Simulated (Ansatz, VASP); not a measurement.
# One calculation of Al3InSb4, two programs

```
Al In Sb
1.0
    -3.16110    3.16110    6.31680
     3.16110   -3.16110    6.31680
     3.16110    3.16110   -6.31680
Al In Sb
3 1 4
Cartesian
  0.0000 0.0000 6.3168
  3.1611 0.0000 3.1584
  0.0000 3.1611 3.1584
  0.0000 0.0000 0.0000
  1.5112 1.5112 7.9516
  1.6499 1.6499 1.6348
  1.5112 -1.5112 4.6820
  -1.5112 1.5112 4.6820
```

Alike in both runs: task relaxation of cell and atoms; functional PBE; k mesh 6 × 6 × 6; no spin polarisation.

|  | VASP | Ansatz |
| --- | --- | --- |
| version | VASP 6.6.1 | Ansatz 0.2.0 |
| potentials or method | VASP PAW PBE potentials, release 64 (Al, In_d, Sb), cutoff 500 eV | scalar-relativistic, plane waves, PAW |
| occupations | gaussian, width 0.01 eV | fixed |
| valence electrons in the cell | 42 | 82 |

```csv
,VASP,Ansatz,Ansatz less VASP
"gap on the k mesh at the Fermi level, each at its own relaxed structure (eV)",0.78,0.79,+0.014
relaxed volume (Å³/atom),31.64,31.56,-0.080
relaxed cell length with the largest relative difference (Å),7.745,7.739,-0.0066
```

VASP's potentials hold 42 valence electrons a cell and Ansatz's 82, so a difference there can come from the potentials and not from the codes.

Spin-orbit coupling is off throughout.
